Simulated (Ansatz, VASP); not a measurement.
# As: VASP beside Ansatz

```
As
1.0
    -1.64592    1.64592    1.64592
     1.64592   -1.64592    1.64592
     1.64592    1.64592   -1.64592
As
1
Cartesian
  0.0000 0.0000 0.0000
```

Alike in both runs: task single point; functional LDA; k mesh 13 × 13 × 13; occupations fermi-dirac, width 0.1 eV; non-collinear spin, spin-orbit coupling.

|  | VASP | Ansatz |
| --- | --- | --- |
| version | VASP 6.6.1 | Ansatz 0.2.0 |
| potentials or method | VASP PAW LDA potentials, release 64 (As), cutoff 520 eV | plane waves (420 eV) with PAW, fully relativistic with spin-orbit coupling |
| valence electrons in the cell | 5 | 15 |

```csv
,VASP,Ansatz,Ansatz less VASP
net moment per atom (μB),0.00,0.00,0.000
```

Ansatz warns that its potentials were made for another functional, while VASP's fit it. LDA's correlation is that of Perdew and Zunger in VASP and of Perdew and Wang (1992) in Ansatz. VASP's potentials hold 5 valence electrons a cell and Ansatz's 15, so a difference there can come from the potentials and not from the codes.
